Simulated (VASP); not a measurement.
# HW4C in VASP: single point with PBEsol

Aim: the single point of HW4C with PBEsol.

Program: VASP 6.6.1. These are calculated values, not measurements. Logs are shortened: lines on timing, memory, paths and dates and some standing lists are left out, and cuts for length are marked.

**1. The cell of the first run**

The cell holds a slab with vacuum, 6 atoms: a = 2.732 Å, b = 2.732 Å, c = 26.791 Å, α = 90.00°, β = 90.00°, γ = 109.47°.

**2. Single point, PBEsol**

The input, INCAR:

```
SYSTEM = HW4C
ALGO     = Normal         ! electronic algorithm
DIPOL    = 0.5 0.5 0.510
EDIFF    = 1E-7           ! SCF threshold, eV
ENCUT    = 520            ! plane-wave cutoff, eV
GGA      = PS             ! functional
IDIPOL   = 3            
ISIF     = 2              ! what is computed and relaxed
ISMEAR   = 0              ! smearing method
LASPH    = .True.         ! aspherical terms in the spheres
LCHARG   = .True.         ! write CHGCAR
LDIPOL   = .True.       
LELF     = .True.         ! ELF
LREAL    = .False.        ! projectors in reciprocal space
LVACPOTAV= .True.       
LVHAR    = .True.       
LWAVE    = .False.        ! write WAVECAR
NBANDS   = 40             ! bands
NELM     = 60             ! most SCF steps
PREC     = Accurate       ! precision mode
SIGMA    = 0.1            ! smearing width, eV
```

The input, KPOINTS:

```
k-points
0
Gamma
  11 11 1
  0 0 0
```

The input, POSCAR:

```
HW4C
1.0
    2.7317561375      0.0000000000      0.0000000000
   -0.9105853792      2.5755243858      0.0000000000
    0.0000000000      0.0000000000     26.7914086385
W C H
4 1 1
Direct
    0.5000000000      0.5000000000      0.3172658860
    0.0000000000      0.0000000000      0.4005190503
    0.5000000000      0.5000000000      0.4837988491
    0.0000000000      0.0000000000      0.5683669363
    0.5000000000      1.0000000000      0.6237610478
    0.5000000000      1.0000000000      0.6648699948
```

Potentials or basis: VASP PAW PBE potentials, release 64 (W_sv, C, H).

Run with:

```sh
$ cat potpaw_PBE.64/W_sv/POTCAR potpaw_PBE.64/C/POTCAR potpaw_PBE.64/H/POTCAR > POTCAR
$ mpirun -np 1 vasp_std > vasp.out
```

OUTCAR:

```text
SYSTEM = HW4C
   EDIFF = 1E-7
   ENCUT = 520
   GGA = PS
   ISIF = 2
   ISMEAR = 0
   LASPH = .True.
   LREAL = .False.
   NELM = 60
   PREC = Accurate

 ion  position               nearest neighbor table
   1  0.500  0.500  0.317-   2 2.73   2 2.73   2 3.15   2 3.15
   2  0.000  0.000  0.401-   1 2.73   1 2.73   3 2.73   3 2.73   1 3.15   1 3.15   3 3.15   3 3.15

   3  0.500  0.500  0.484-   2 2.73   2 2.73   4 2.76   4 2.76   2 3.15   2 3.15   4 3.18   4 3.18

   4  0.000  0.000  0.568-   5 2.02   5 2.02   3 2.76   3 2.76   3 3.18   3 3.18
   5  0.500  0.000  0.624-   6 1.10   4 2.02   4 2.02
   6  0.500  0.000  0.665-   5 1.10

  LATTYP: Found a base centered orthorhombic cell.
 ALAT       =     3.1543602826
 B/A-ratio  =     1.4142135624
 C/A-ratio  =     8.4934523129

  Lattice vectors:

 A1 = (   2.7317561375,   0.0000000000,   0.0000000000)
 A2 = (  -0.9105853792,   2.5755243858,   0.0000000000)
 A3 = (   0.0000000000,   0.0000000000,  26.7914086385)

Analysis of symmetry for initial positions (statically):
=====================================================================
 Subroutine PRICEL returns:
 Original cell was already a primitive cell.

 Routine SETGRP: Setting up the symmetry group for a
 base centered orthorhombic supercell.

 Subroutine GETGRP returns: Found  2 space group operations
 (whereof  2 operations were pure point group operations)
 out of a pool of  8 trial point group operations.

The static configuration has the point symmetry C_2 .

Analysis of symmetry for dynamics (positions and initial velocities):
=====================================================================
 Subroutine PRICEL returns:
 Original cell was already a primitive cell.

 Routine SETGRP: Setting up the symmetry group for a
 base centered orthorhombic supercell.

 Subroutine GETGRP returns: Found  2 space group operations
 (whereof  2 operations were pure point group operations)
 out of a pool of  8 trial point group operations.

The dynamic configuration has the point symmetry C_2 .

 Subroutine INISYM returns: Found  2 space group operations
 (whereof  2 operations are pure point group operations),
 and found     1 'primitive' translations

----------------------------------------------------------------------------------------

                                     Primitive cell

  volume of cell :     188.4964

  direct lattice vectors                    reciprocal lattice vectors
     2.731756138  0.000000000  0.000000000     0.366064886  0.129423482  0.000000000
    -0.910585379  2.575524386  0.000000000     0.000000000  0.388270445  0.000000000
     0.000000000  0.000000000 26.791408638     0.000000000  0.000000000  0.037325398

  length of vectors
     2.731756138  2.731756137 26.791408638     0.388270445  0.388270445  0.037325398

  position of ions in fractional coordinates (direct lattice)
     0.500000000  0.500000000  0.317265886
     0.000000000  0.000000000  0.400519050
     0.500000000  0.500000000  0.483798849
     0.000000000  0.000000000  0.568366936
     0.500000000  0.000000000  0.623761048
     0.500000000  0.000000000  0.664869995

  ion indices of the primitive-cell ions
   primitive index   ion index
                 1           1
                 2           2
                 3           3
                 4           4
                 5           5
                 6           6

----------------------------------------------------------------------------------------

 KPOINTS: k-points

Automatic generation of k-mesh.
 Grid dimensions read from file:
 generate k-points for:   11   11    1

 Generating k-lattice:

  Cartesian coordinates                     Fractional coordinates (reciprocal lattice)
     0.033278626  0.011765771  0.000000000     0.090909091  0.000000000  0.000000000
     0.000000000  0.035297313  0.000000000     0.000000000  0.090909091  0.000000000
     0.000000000  0.000000000  0.037325398     0.000000000  0.000000000  1.000000000

  Length of vectors
     0.035297313  0.035297313  0.037325398

  Shift w.r.t. Gamma in fractional coordinates (k-lattice)
     0.000000000  0.000000000  0.000000000

 Subroutine IBZKPT returns following result:
 ===========================================

 Found     61 irreducible k-points:

 Following reciprocal coordinates:
            Coordinates               Weight
  0.000000  0.000000  0.000000      1.000000
  0.090909  0.000000  0.000000      2.000000
  0.000000  0.090909  0.000000      2.000000
  0.181818  0.000000  0.000000      2.000000
  0.000000  0.181818  0.000000      2.000000
  0.272727  0.000000  0.000000      2.000000
[... 16 lines left out ...]
 -0.363636  0.090909  0.000000      2.000000
  0.090909 -0.363636  0.000000      2.000000
 [... further k-points ...]
   k-points           NKPTS =     61   k-points in BZ     NKDIM =     61   number of bands    NBANDS=     40
   number of dos      NEDOS =    301   number of ions     NIONS =      6
   total plane-waves  NPLWV =  80000
   dimension x,y,z NGX =    20 NGY =   20 NGZ =  200
   dimension x,y,z NGXF=    40 NGYF=   40 NGZF=  400
   ions per type =               4   1   1
   NGX,Y,Z   is equivalent  to a cutoff of  12.17, 12.17, 12.41 a.u.
   NGXF,Y,Z  is equivalent  to a cutoff of  24.34, 24.34, 24.82 a.u.
 SYSTEM =  HW4C
   PREC   = accura    normal or accurate (medium, high low for compatibility)
   ISTART =      0    job   : 0-new  1-cont  2-samecut
   ICHARG =      2    charge: 1-file 2-atom 10-const
   ISPIN  =      1    spin polarized calculation?
   LNONCOLLINEAR =      F non collinear calculations
   LSORBIT =      F    spin-orbit coupling
   LASPH  =      T    aspherical Exc in radial PAW
   ENCUT  =  520.0 eV  38.22 Ry    6.18 a.u.   5.08  5.08 49.81*2*pi/ulx,y,z
   NELM   =     60;   NELMIN=  2; NELMDL= -5     # of ELM steps
   EDIFF  = 0.1E-06   stopping-criterion for ELM
   LREAL  =      F    real-space projection
   EDIFFG = 0.1E-05   stopping-criterion for IOM
   NSW    =      0    number of steps for IOM
   IBRION =     -1    ionic relax: 0-MD 1-quasi-New 2-CG
   NFREE  =      0    steps in history (QN), initial steepest desc. (CG)
   ISIF   =      2    stress and relaxation
   ISYM   =      2    0-nonsym 1-usesym 2-fastsym
   POTIM  = 0.5000    time-step for ionic-motion
   TEBEG  =    0.0;   TEEND  =   0.0 temperature during run
   PSTRESS=    0.0 pullay stress
   NELECT =      61.0000    total number of electrons
   NUPDOWN=      -1.0000    fix difference up-down
   EMIN   =  10.00;   EMAX   =-10.00  energy-range for DOS
   EFERMI =   0.00;   METHOD = LEGACY
   ISMEAR =     0;   SIGMA  =   0.10  broadening in eV -4-tet -1-fermi 0-gaus
   EFERMI_NEDOS =   21; number of points for ismear=-14 and -15
   IALGO  =     38    algorithm
   IMIX   =      4    mixing-type and parameters
     AMIX     =   0.40;   BMIX     =  1.00
     AMIX_MAG =   1.60;   BMIX_MAG =  1.00
  volume/ion in A,a.u.               =      31.42       212.01
  Fermi-wavevector in a.u.,A,eV,Ry     =   1.123959  2.123974 17.188014  1.263283
  Thomas-Fermi vector in A             =   2.260628
   LORBIT       =      0    0 simple, 1 ext, 2 COOP (PROOUT), +10 PAW based schemes
   GGA     = PS    functional components
   LHFCALC =     F    Hartree Fock is set to
   AEXX    =    0.0000 exact exchange contribution
   IVDW    =     0    specifies the selected vdW correction
   LEPSILON=     F    determine dielectric tensor
   LRPA    =     F    only Hartree local field effects (RPA)
 non-spin polarized calculation
 Gauss-broadening in eV      SIGMA  =   0.10
  energy-cutoff  :      520.00
  volume of cell :      188.50
 maximum number of plane-waves:      5122
   NGX = 11   NGY = 11   NGZ = 99

 dipolmoment           0.000000      0.000000      0.037066 electrons x Angstroem

 number of electron      61.0000015 magnetization

 dipolmoment           0.000000      0.000000     -0.050971 electrons x Angstroem

 Free energy of the ion-electron system (eV)
  ---------------------------------------------------
  ext. energy  EPLUGINS =         0.00000000
  ---------------------------------------------------
  free energy    TOTEN  =       -64.59320638 eV

  energy without entropy =      -64.58298964  energy(sigma->0) =      -64.58809801

 E-fermi :   1.4222     XC(G=0):  -5.9655

 val. band max:        1.4120874004   @ k =  -0.1818   0.1818   0.0000
 cond. band min:       1.4411351968   @ k =   0.0909   0.0909   0.0000
 fundamental gap:      0.0290477965
 Fermi energy:         1.4221644696

 k-point     1 :       0.0000    0.0000    0.0000
  band No.  band energies     occupation
      1     -72.6580      2.00000
      2     -72.5086      2.00000
      3     -72.4666      2.00000
      4     -72.3860      2.00000
      5     -37.3546      2.00000
      6     -36.9580      2.00000
[... 32 lines left out ...]
     39       3.8338      0.00000
     40       4.1793      0.00000

 k-point     2 :       0.0909    0.0000    0.0000
  band No.  band energies     occupation
      1     -72.6513      2.00000
      2     -72.5035      2.00000
      3     -72.4607      2.00000
      4     -72.3812      2.00000
      5     -37.3304      2.00000
      6     -36.9634      2.00000
[... 32 lines left out ...]
     39       4.0146      0.00000
     40       4.3461      0.00000

 k-point     3 :       0.0000    0.0909    0.0000
  band No.  band energies     occupation
      1     -72.6513      2.00000
      2     -72.5035      2.00000
      3     -72.4607      2.00000
      4     -72.3813      2.00000
      5     -37.3306      2.00000
      6     -36.9646      2.00000
[... 853 lines left out ...]
  band No.  band energies     occupation
      1     -72.5876      2.00000
      2     -72.4534      2.00000
      3     -72.4021      2.00000
      4     -72.3311      2.00000
      5     -37.2951      2.00000
      6     -37.2175      2.00000
[... 32 lines left out ...]
     39       5.0651      0.00000
     40       5.1385      0.00000

 k-point    24 :       0.0909   -0.3636    0.0000
  band No.  band energies     occupation
      1     -72.5875      2.00000
      2     -72.4534      2.00000
      3     -72.4022      2.00000
      4     -72.3322      2.00000
      5     -37.3063      2.00000
      6     -37.2394      2.00000
[... 32 lines left out ...]
     39       5.0510      0.00000
     40       5.1213      0.00000

 [... further k-points ...]

------------------------ aborting loop because EDIFF is reached ----------------------------------------

  FORCE on cell =-STRESS in cart. coord.  units (eV):
  Direction    XX          YY          ZZ          XY          YZ          ZX
  --------------------------------------------------------------------------------------
  -------------------------------------------------------------------------------------
  Total        1.5944912     -3.1387424     -1.4387261     -1.1444614      0.0000000      0.0000000
  in kB       13.5528169    -26.6786051    -12.2288483     -9.7276643      0.0000000      0.0000000
  external PRESSURE =      -8.4515455 kB  Pullay stress =       0.0000000 kB

 VOLUME and BASIS-vectors are now :
 -----------------------------------------------------------------------------
  energy-cutoff  :      520.00
  volume of cell :      188.50
      direct lattice vectors                 reciprocal lattice vectors
     2.731756138  0.000000000  0.000000000     0.366064886  0.129423482  0.000000000
    -0.910585379  2.575524386  0.000000000     0.000000000  0.388270445  0.000000000
     0.000000000  0.000000000 26.791408638     0.000000000  0.000000000  0.037325398

 POSITION                                       TOTAL-FORCE (eV/Angst)
 -----------------------------------------------------------------------------------
      0.91059      1.28776      8.50000         0.000000      0.000000      0.742913
      0.00000      0.00000     10.73047         0.000000      0.000000     -0.777794
      0.91059      1.28776     12.96165         0.000000      0.000000      0.004607
      0.00000      0.00000     15.22735        -0.000000      0.000000     -0.038410
      1.36588      0.00000     16.71144         0.000000      0.000000      0.039883
      1.36588      0.00000     17.81280         0.000000      0.000000      0.028801
 -----------------------------------------------------------------------------------
    total drift:                                0.000000      0.000000      0.000201

  FREE ENERGIE OF THE ION-ELECTRON SYSTEM (eV)
  ---------------------------------------------------
  free  energy   TOTEN  =       -64.5932063826 eV

  energy  without entropy=      -64.5829896414  energy(sigma->0) =      -64.58809801

 vacuum level on the upper side and lower side of the slab         5.117         6.428
```

It took 30 min on 1 thread of Intel Xeon 8259CL, shared host; peak memory 0.54 GiB.

Results:

```
Free energy            : -64.5932 eV
Largest force          : 0.778 eV/Å
Band gap on the k mesh : zero (an odd number of electrons rules out a gap without spin polarisation)
```

Forces on the atoms (eV/Å):
```
W    0.000  0.000  0.743
W    0.000  0.000 -0.778
W    0.000  0.000  0.005
W    0.000  0.000 -0.038
C    0.000  0.000  0.040
H    0.000  0.000  0.029
```

Levels at points of the mesh, in eV from the Fermi level:
| k point | band 29 | band 30 | band 31 | band 32 | band 33 | band 34 |
| --- | --- | --- | --- | --- | --- | --- |
| (0.00, 0.00, 0.00) | -1.08 | -1.07 | -0.32 | 0.35 | 0.65 | 1.60 |

Caveat: the PAW data sets were made with another functional, which shifts forces and pressure a little; spin-orbit coupling is left out, which moves the levels of the heavy elements.

The gap in the log of VASP goes by the Fermi energy; the results here count the filled bands.